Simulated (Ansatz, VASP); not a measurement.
## CoO in VASP and in Ansatz

```
Co O
1.0
     0.00000    2.13150    2.13150
     2.13150    0.00000    2.13150
     2.13150    2.13150    0.00000
Co O
1 1
Direct
  0.00000 0.00000 0.00000
  0.50000 0.50000 0.50000
```

Alike in both runs: task single point; functional PBEsol; k mesh 8 × 8 × 8; occupations gaussian, width 0.05 eV; collinear spin; Hubbard terms Co d U = 1.0 eV.

|  | VASP | Ansatz |
| --- | --- | --- |
| version | VASP 6.6.1 | Ansatz 0.2.0 |
| potentials or method | VASP PAW PBE potentials, release 64 (Co_sv, O), cutoff 600 eV | scalar-relativistic, plane waves, PAW |
| valence electrons in the cell | 23 | 23 |

|  | VASP | Ansatz | Ansatz less VASP |
| --- | --- | --- | --- |
| gap on the k mesh at the Fermi level (eV) | none | none | - |
| pressure (GPa) | -12.5 | -5.9 | +6.62 |
| traceless stress, the component that is largest in VASP (GPa) | 0.00 | 1.12 | +1.124 |
| net moment per atom (μB) | 1.50 | 1.47 | -0.028 |
| size of the moment on the site where the two differ most (μB) | 2.60 | 2.51 | -0.092 |

VASP's potentials were made for PBE, not for PBEsol. Site moments also hang on the region over which each program counts them. The programs project onto different local orbitals, so the same U acts differently, and such runs can settle in different states. A gap of «none» marks a metal or a gap that the smearing closes. Ansatz's warnings: filled band counts differ across k points, specified occupation not kept, symmetry narrowed by occupation matrices.
